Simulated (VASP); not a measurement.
# Si (Ibca) in VASP: further runs

Si is run at these levels: PBEsol; tasks: single point.

Program: VASP 6.6.1. These are calculated values, not measurements. Logs are shortened: lines on timing, memory, paths and dates and some standing lists are left out, and cuts for length are marked.

### Step 1. The cell of the first run

It takes space group Ibca (No. 73, orthorhombic). Conventional cell: a = 6.577 Å, b = 6.577 Å, c = 7.070 Å, α = 90.00°, β = 90.00°, γ = 90.00°. Within 3.1 Å of Si (site symmetry 1) lie 4 Si at 2.36 to 2.48 Å.

### Step 2. Single point, PBEsol (19.12 Å³/atom)

Contents of INCAR:

```
SYSTEM = Si
PREC = Accurate
ENCUT = 520
EDIFF = 1E-7
ISMEAR = 0
SIGMA = 0.15
LREAL = .False.
LASPH = .True.
NELM = 60
ALGO = Normal
ISIF = 2
LWAVE = .False.
LCHARG = .False.
GGA = PS
NBANDS = 26
```

Contents of KPOINTS:

```
Automatic mesh
0
Gamma
  10 10 10
  0 0 0
```

Contents of POSCAR:

```
Si
1.0
   -3.2885057931      3.2885057931      3.5351437276
    3.2885057931     -3.2885057931      3.5351437276
    3.2885057931      3.2885057931     -3.5351437276
Si
8
Direct
    0.2047947401      0.2047947401      0.2047947401
    0.5000000000      0.0000000000      0.2952052599
    0.2952052599      0.5000000000      0.0000000000
    0.0000000000      0.2952052599      0.5000000000
    0.7952052599      0.7952052599      0.7952052599
    0.5000000000      0.0000000000      0.7047947401
    0.7047947401      0.5000000000      0.0000000000
    0.0000000000      0.7047947401      0.5000000000
```

Potentials or basis: VASP PAW PBE potentials, release 64 (Si).

The run is started by

```
$ cat potpaw_PBE.64/Si/POTCAR > POTCAR
$ mpirun -np 1 vasp_std > vasp.out
```

OUTCAR:

```text
SYSTEM = Si
   PREC = Accurate
   ENCUT = 520
   EDIFF = 1E-7
   ISMEAR = 0
   LREAL = .False.
   LASPH = .True.
   NELM = 60
   ISIF = 2
   GGA = PS

 ion  position               nearest neighbor table
   1  0.205  0.205  0.205-   2 2.36   5 2.39   4 2.42   3 2.48
   2  0.500  0.000  0.295-   1 2.36   6 2.39   3 2.42   4 2.48
   3  0.295  0.500  0.000-   4 2.36   7 2.39   2 2.42   1 2.48
   4  0.000  0.295  0.500-   3 2.36   8 2.39   1 2.42   2 2.48
   5  0.795  0.795  0.795-   6 2.36   1 2.39   8 2.42   7 2.48
   6  0.500  0.000  0.705-   5 2.36   2 2.39   7 2.42   8 2.48
   7  0.705  0.500  0.000-   8 2.36   3 2.39   6 2.42   5 2.48
   8  0.000  0.705  0.500-   7 2.36   4 2.39   5 2.42   6 2.48

  LATTYP: Found a body centered tetragonal cell.
 ALAT       =     6.5770115862
 C/A-ratio  =     1.0750000000

  Lattice vectors:

 A1 = (  -3.2885057931,   3.2885057931,   3.5351437276)
 A2 = (   3.2885057931,  -3.2885057931,   3.5351437276)
 A3 = (   3.2885057931,   3.2885057931,  -3.5351437276)

Analysis of symmetry for initial positions (statically):
=====================================================================
 Subroutine PRICEL returns:
 Original cell was already a primitive cell.

 Routine SETGRP: Setting up the symmetry group for a
 body centered tetragonal supercell.

 Subroutine GETGRP returns: Found  8 space group operations
 (whereof  2 operations were pure point group operations)
 out of a pool of 16 trial point group operations.

The static configuration has the point symmetry S_2 .
 The point group associated with its full space group is D_2h.

Analysis of symmetry for dynamics (positions and initial velocities):
=====================================================================
 Subroutine PRICEL returns:
 Original cell was already a primitive cell.

 Routine SETGRP: Setting up the symmetry group for a
 body centered tetragonal supercell.

 Subroutine GETGRP returns: Found  8 space group operations
 (whereof  2 operations were pure point group operations)
 out of a pool of 16 trial point group operations.

The dynamic configuration has the point symmetry S_2 .
 The point group associated with its full space group is D_2h.

 Subroutine INISYM returns: Found  8 space group operations
 (whereof  2 operations are pure point group operations),
 and found     1 'primitive' translations

[... 111 lines left out ...]
   NFREE  =      0    steps in history (QN), initial steepest desc. (CG)
   ISIF   =      2    stress and relaxation
   ISYM   =      2    0-nonsym 1-usesym 2-fastsym
   POTIM  = 0.5000    time-step for ionic-motion
   TEBEG  =    0.0;   TEEND  =   0.0 temperature during run
   PSTRESS=    0.0 pullay stress
   NELECT =      32.0000    total number of electrons
   NUPDOWN=      -1.0000    fix difference up-down
   EMIN   =  10.00;   EMAX   =-10.00  energy-range for DOS
   EFERMI =   0.00;   METHOD = LEGACY
   ISMEAR =     0;   SIGMA  =   0.15  broadening in eV -4-tet -1-fermi 0-gaus
   EFERMI_NEDOS =   21; number of points for ismear=-14 and -15
   IALGO  =     38    algorithm
   IMIX   =      4    mixing-type and parameters
     AMIX     =   0.40;   BMIX     =  1.00
     AMIX_MAG =   1.60;   BMIX_MAG =  1.00
  volume/ion in A,a.u.               =      19.12       128.99
  Fermi-wavevector in a.u.,A,eV,Ry     =   0.971934  1.836689 12.852818  0.944655
  Thomas-Fermi vector in A             =   2.102191
   LORBIT       =      0    0 simple, 1 ext, 2 COOP (PROOUT), +10 PAW based schemes
   GGA     = PS    functional components
   LHFCALC =     F    Hartree Fock is set to
   AEXX    =    0.0000 exact exchange contribution
   IVDW    =     0    specifies the selected vdW correction
   LEPSILON=     F    determine dielectric tensor
   LRPA    =     F    only Hartree local field effects (RPA)
 non-spin polarized calculation
 Gauss-broadening in eV      SIGMA  =   0.15
  energy-cutoff  :      520.00
  volume of cell :      152.92
 maximum number of plane-waves:      4146
 NGX is ok and might be reduce to    48
   NGX = 21   NGY = 21   NGZ = 21

 number of electron      32.0000000 magnetization

 Free energy of the ion-electron system (eV)
  ---------------------------------------------------
  ext. energy  EPLUGINS =         0.00000000
  ---------------------------------------------------
  free energy    TOTEN  =       -44.63862781 eV

  energy without entropy =      -44.62600791  energy(sigma->0) =      -44.63231786

 E-fermi :   6.5326     XC(G=0):  -9.9061

 val. band max:        6.5286468888   @ k =  -0.2000   0.5000   0.5000
 cond. band min:       6.5376843886   @ k =  -0.3000  -0.3000   0.3000
 fundamental gap:      0.0090374999
 Fermi energy:         6.5325964312

 k-point     1 :       0.0000    0.0000    0.0000
  band No.  band energies     occupation
      1      -5.7969      2.00000
      2      -1.6777      2.00000
      3      -1.4824      2.00000
      4      -1.3247      2.00000
      5      -0.8625      2.00000
      6       0.1122      2.00000
[... 685 lines left out ...]
     25      11.3545      0.00000
     26      11.5249      0.00000

 [... further k-points ...]

------------------------ aborting loop because EDIFF is reached ----------------------------------------

  FORCE on cell =-STRESS in cart. coord.  units (eV):
  Direction    XX          YY          ZZ          XY          YZ          ZX
  --------------------------------------------------------------------------------------
  -------------------------------------------------------------------------------------
  Total       -1.9773779     -1.7472314    -11.2104019      0.0000000      0.0000000      0.0000000
  in kB      -20.7174347    -18.3061374   -117.4539094      0.0000000      0.0000000      0.0000000
  external PRESSURE =     -52.1591605 kB  Pullay stress =       0.0000000 kB

 VOLUME and BASIS-vectors are now :
 -----------------------------------------------------------------------------
  energy-cutoff  :      520.00
  volume of cell :      152.92
      direct lattice vectors                 reciprocal lattice vectors
    -3.288505793  3.288505793  3.535143728     0.000000000  0.152044737  0.141436965
     3.288505793 -3.288505793  3.535143728     0.152044737  0.000000000  0.141436965
     3.288505793  3.288505793 -3.535143728     0.152044737  0.152044737  0.000000000

 POSITION                                       TOTAL-FORCE (eV/Angst)
 -----------------------------------------------------------------------------------
      0.67347      0.67347      0.72398         0.002790     -0.409855      0.006619
     -0.67347      2.61504      0.72398        -0.002790      0.409855      0.006619
      0.67347     -0.67347      2.81116         0.002790      0.409855     -0.006619
      2.61504      0.67347     -0.72398        -0.002790     -0.409855     -0.006619
      2.61504      2.61504      2.81116        -0.002790      0.409855     -0.006619
      0.67347      3.96197     -0.72398         0.002790     -0.409855     -0.006619
     -0.67347      0.67347      4.25912        -0.002790     -0.409855      0.006619
      3.96197     -0.67347      0.72398         0.002790      0.409855      0.006619
 -----------------------------------------------------------------------------------
    total drift:                               -0.000000      0.000000      0.000000

  FREE ENERGIE OF THE ION-ELECTRON SYSTEM (eV)
  ---------------------------------------------------
  free  energy   TOTEN  =       -44.6386278060 eV

  energy  without entropy=      -44.6260079091  energy(sigma->0) =      -44.63231786
```

stdout:

```text
POSCAR found type information on POSCAR Si
 POSCAR found :  1 types and       8 ions
 scaLAPACK will be used
 -----------------------------------------------------------------------------
|                                                                             |
|                                                                             |
|     You enforced a specific xc type in the INCAR file but a different       |
|     I HOPE YOU KNOW WHAT YOU ARE DOING!                                     |
|                                                                             |
 -----------------------------------------------------------------------------

 LDA part: xc-table for (Slater+PW92), standard interpolation
 POSCAR, INCAR and KPOINTS ok, starting setup
 FFT: planning ... GRIDC
 FFT: planning ... GRID_SOFT
 FFT: planning ... GRID
 WAVECAR not read
 entering main loop
```

Run time: 20 min. Hardware: 1 thread of Intel Xeon 8259CL, shared host; peak memory 0.62 GiB.

Results:

| Item | Value |
| --- | --- |
| Free energy | -44.6386 eV |
| Pressure | -5.2 GPa |
| Largest force | 0.410 eV/Å |
| Band gap on the k mesh | zero (bands 16 and 17 overlap by 0.24 eV) |

Forces on the atoms (eV/Å):
```
Si   0.003 -0.410  0.007
Si  -0.003  0.410  0.007
Si   0.003  0.410 -0.007
Si  -0.003 -0.410 -0.007
Si  -0.003  0.410 -0.007
Si   0.003 -0.410 -0.007
Si  -0.003 -0.410  0.007
Si   0.003  0.410  0.007
```

Stress tensor (GPa, compression positive):
```
 -2.07   0.00   0.00
  0.00  -1.83   0.00
  0.00   0.00 -11.75
```

Levels at points of the mesh, in eV from the Fermi level:
```csv
k point,band 14,band 15,band 16,band 17,band 18,band 19
"(0.00, 0.00, 0.00)",-1.92,-1.18,-0.40,0.77,2.12,2.24
"(0.50, 0.00, 0.00)",-1.88,-0.92,-0.92,0.10,0.10,2.00
"(0.00, 0.50, 0.00)",-1.97,-1.31,-1.31,0.68,0.68,1.86
"(0.50, 0.50, 0.00)",-1.94,-1.43,-1.43,0.45,0.45,1.67
"(0.50, 0.50, 0.50)",-0.65,-0.08,0.17,0.60,2.16,2.37
```

Caveat: the stress differs along the axes, from -12 to -2 GPa; semilocal functionals underestimate gaps, and a narrow one can read as zero; the PAW data sets were made with another functional, which shifts forces and pressure a little.

### Step 3. Single point, PBEsol (19.12 Å³/atom)

INCAR, as its differences from that of step 2:

```diff
@@ -8,3 +8,3 @@
 LASPH = .True.
-NELM = 60
+NELM = 80
 ALGO = Normal
```

KPOINTS is that of step 2.

POSCAR, as its differences from that of step 2:

```diff
@@ -2,5 +2,5 @@
 1.0
-   -3.2885057931      3.2885057931      3.5351437276
-    3.2885057931     -3.2885057931      3.5351437276
-    3.2885057931      3.2885057931     -3.5351437276
+   -3.5069118553      3.5069118553      3.1085266685
+    3.5069118553     -3.5069118553      3.1085266685
+    3.5069118553      3.5069118553     -3.1085266685
 Si
```

Potentials or basis: VASP PAW PBE potentials, release 64 (Si).

The run is started by

```
$ cat potpaw_PBE.64/Si/POTCAR > POTCAR
$ mpirun -np 1 vasp_std > vasp.out
```

Run time: 22 min. Hardware: 1 thread of Intel Xeon 8259CL, shared host; peak memory 0.62 GiB.

Results (log left out):

```yaml
Free_energy: -44.2995 eV
Pressure: -5.0 GPa
Largest_force: 0.657 eV/Å
Band_gap_on_the_k_mesh: zero (bands 16 and 17 overlap by 0.40 eV)
```

Forces in eV/Å, atoms in the order of the input:
```
Si  -0.226  0.388 -0.479
Si   0.226 -0.388 -0.479
Si  -0.226 -0.388  0.479
Si   0.226  0.388  0.479
Si   0.226 -0.388  0.479
Si  -0.226  0.388  0.479
Si   0.226  0.388 -0.479
Si  -0.226 -0.388 -0.479
```

Stress tensor (GPa, compression positive):
```
-9.83  0.00  0.00
 0.00 -8.97  0.00
 0.00  0.00  3.94
```

Levels at points of the mesh, in eV from the Fermi level:
```tsv
k point	band 12	band 13	band 14	band 15	band 16	band 17	band 18	band 19	band 20	band 21
(0.00, 0.00, 0.00)	-3.80	-3.69	-1.90	-1.81	0.18	0.81	0.91	3.22	3.39	3.42
(0.50, 0.00, 0.00)	-2.62	-1.78	-1.78	-1.60	-1.60	0.81	0.81	1.71	1.71	1.90
(0.50, 0.00, 0.50)	-2.73	-1.66	-1.66	-1.10	-1.10	0.01	0.01	1.84	1.84	2.18
(0.50, 0.50, 0.00)	-2.46	-2.09	-2.09	-0.99	-0.99	0.29	0.29	1.57	1.57	2.67
(0.50, 0.50, 0.50)	-2.51	-2.41	-0.66	-0.24	0.06	0.63	1.79	2.17	2.45	2.50
```

Caveat: the stress differs along the axes, from -10 to 4 GPa; semilocal functionals underestimate gaps, and a narrow one can read as zero; the PAW data sets were made with another functional, which shifts forces and pressure a little.

### Step 4. Single point, PBEsol (18.83 Å³/atom)

This run uses another cell than the first one, of 18.83 Å³/atom.

Contents of INCAR:

```
PREC = Accurate ; ENCUT = 520
EDIFF = 1E-6 ; ISMEAR = 0
SIGMA = 0.15 ; LREAL = False
LASPH = True ; NELM = 80
ALGO = Normal ; ISIF = 2
LWAVE = False ; LCHARG = True
GGA = PS ; LELF = True
LVHAR = True ; NBANDS = 26
```

Contents of KPOINTS:

```
Automatic mesh
0
Gamma
  10 10 10
```

POSCAR, as its differences from that of step 3:

```diff
@@ -2,5 +2,5 @@
 1.0
-   -3.5069118553      3.5069118553      3.1085266685
-    3.5069118553     -3.5069118553      3.1085266685
-    3.5069118553      3.5069118553     -3.1085266685
+   -3.2982989724      3.2982989724      3.4612349417
+    3.2982989724     -3.2982989724      3.4612349417
+    3.2982989724      3.2982989724     -3.4612349417
 Si
```

The run is started by

```
$ cat potpaw_PBE.64/Si/POTCAR > POTCAR
$ mpirun -np 1 vasp_std > vasp.out
```

Wall time 6.1 min (1 thread of Intel Xeon 6975P-C (Granite Rapids), shared host); peak memory 0.6 GiB.

Results (log left out):

| Property | Result |
| --- | --- |
| Free energy | -44.8318 eV |
| Pressure | -4.1 GPa |
| Largest force | 0.308 eV/Å |
| Band gap on the k mesh | zero (bands 16 and 17 overlap by 0.22 eV) |

Forces on the atoms (eV/Å):
```
Si  -0.015 -0.308  0.006
Si   0.015  0.308  0.006
Si  -0.015  0.308 -0.006
Si   0.015 -0.308 -0.006
Si   0.015  0.308 -0.006
Si  -0.015 -0.308 -0.006
Si   0.015 -0.308  0.006
Si  -0.015  0.308  0.006
```

Stress tensor (GPa, compression positive):
```
-1.92  0.00  0.00
 0.00 -1.81  0.00
 0.00  0.00 -8.59
```

Levels at points of the mesh, in eV from the Fermi level:
| k point | band 12 | band 13 | band 14 | band 15 | band 16 | band 17 | band 18 | band 19 | band 20 | band 21 |
| --- | --- | --- | --- | --- | --- | --- | --- | --- | --- | --- |
| (0.00, 0.00, 0.00) | -3.99 | -3.86 | -1.74 | -1.26 | -0.57 | 1.06 | 1.99 | 2.06 | 3.40 | 3.73 |
| (0.50, 0.00, 0.00) | -2.64 | -1.96 | -1.96 | -1.05 | -1.05 | 0.18 | 0.18 | 2.00 | 2.00 | 2.35 |
| (0.00, 0.50, 0.00) | -2.53 | -2.05 | -2.05 | -1.31 | -1.31 | 0.57 | 0.57 | 1.90 | 1.90 | 2.20 |
| (0.50, 0.50, 0.00) | -2.55 | -1.99 | -1.99 | -1.38 | -1.38 | 0.42 | 0.42 | 1.81 | 1.81 | 1.96 |
| (0.50, 0.50, 0.50) | -2.51 | -2.51 | -0.65 | 0.02 | 0.21 | 0.48 | 2.41 | 2.54 | 2.56 | 2.66 |

Caveat: the stress differs along the axes, from -9 to -2 GPa; semilocal functionals underestimate gaps, and a narrow one can read as zero; the PAW data sets were made with another functional, which shifts forces and pressure a little.

### Step 5. Single point, PBEsol (19.12 Å³/atom)

Contents of INCAR:

```
SYSTEM = Si
PREC = Accurate ; ENCUT = 520
EDIFF = 1E-6 ; ISMEAR = 0
SIGMA = 0.15 ; LREAL = .FALSE.
LASPH = .TRUE. ; NELM = 60
ALGO = Normal ; ISIF = 2
LWAVE = .FALSE. ; LCHARG = .FALSE.
GGA = PS ; NBANDS = 26
```

Contents of KPOINTS:

```
Automatic mesh
0
G
  10 10 10
  0 0 0
```

POSCAR, as its differences from that of step 4:

```diff
@@ -2,5 +2,5 @@
 1.0
-   -3.2982989724      3.2982989724      3.4612349417
-    3.2982989724     -3.2982989724      3.4612349417
-    3.2982989724      3.2982989724     -3.4612349417
+   -3.2359817790      3.2359817790      3.6508346431
+    3.2359817790     -3.2359817790      3.6508346431
+    3.2359817790      3.2359817790     -3.6508346431
 Si
```

The run is started by

```
$ cat potpaw_PBE.64/Si/POTCAR > POTCAR
$ mpirun -np 1 vasp_std > vasp.out
```

Wall time 6.9 min (1 thread of Intel Xeon 6975P-C (Granite Rapids), shared host); peak memory 0.61 GiB.

It converged, with:

* Free energy: -44.2421 eV
* Pressure: -4.9 GPa
* Largest force: 0.614 eV/Å
* Band gap on the k mesh: zero (bands 16 and 17 overlap by 0.48 eV)

Forces on the atoms (eV/Å):
```
Si   0.136 -0.593  0.088
Si  -0.136  0.593  0.088
Si   0.136  0.593 -0.088
Si  -0.136 -0.593 -0.088
Si  -0.136  0.593 -0.088
Si   0.136 -0.593 -0.088
Si  -0.136 -0.593  0.088
Si   0.136  0.593  0.088
```

Stress tensor (GPa, compression positive):
```
  0.00   0.00   0.00
  0.00   0.84   0.00
  0.00   0.00 -15.39
```

Levels at points of the mesh, in eV from the Fermi level:
| k point | band 14 | band 15 | band 16 | band 17 | band 18 | band 19 |
| --- | --- | --- | --- | --- | --- | --- |
| (0.00, 0.00, 0.00) | -2.32 | -1.04 | -0.03 | 0.22 | 2.38 | 2.62 |
| (0.50, 0.00, 0.00) | -1.74 | -0.68 | -0.68 | -0.07 | -0.07 | 2.05 |
| (0.00, 0.50, 0.00) | -1.82 | -1.34 | -1.34 | 0.88 | 0.88 | 1.81 |
| (0.50, 0.50, 0.00) | -1.87 | -1.58 | -1.58 | 0.48 | 0.48 | 1.37 |
| (0.50, 0.50, 0.50) | -0.62 | -0.28 | 0.07 | 0.88 | 1.70 | 2.09 |

Caveat: the stress differs along the axes, from -15 to 1 GPa; semilocal functionals underestimate gaps, and a narrow one can read as zero; the PAW data sets were made with another functional, which shifts forces and pressure a little.

### Step 6. Overview

```csv
cell,gap on the mesh (eV),pressure (GPa),largest force (eV/Å)
"a = 5.842 Å, angles 111.5, 111.5, 105.5°, 8 atoms",none,-5.2,0.41
"a = 5.853 Å, angles 106.4, 106.4, 115.8°, 8 atoms",none,-5.0,0.66
"a = 5.808 Å, angles 110.8, 110.8, 106.8°, 8 atoms",none,-4.1,0.31
"a = 5.854 Å, angles 112.9, 112.9, 102.8°, 8 atoms",none,-4.9,0.61
```

Alike in all rows: task single point; level PBEsol; potentials or basis VASP PAW PBE potentials, release 64 (Si); no spin polarisation; k mesh 10 × 10 × 10; cutoff (eV) 520; smearing gaussian 0.15 eV.

Caveats: semilocal functionals underestimate gaps, and a narrow one can read as zero; the PAW data sets were made with another functional, which shifts forces and pressure a little; the stress differs along the axes, from -12 to -2 GPa (at least some runs); the stress differs along the axes, from -10 to 4 GPa (at least some runs); the stress differs along the axes, from -9 to -2 GPa (at least some runs); the stress differs along the axes, from -15 to 1 GPa (at least some runs).

Absolute energies hang on the potentials; compare differences alone.
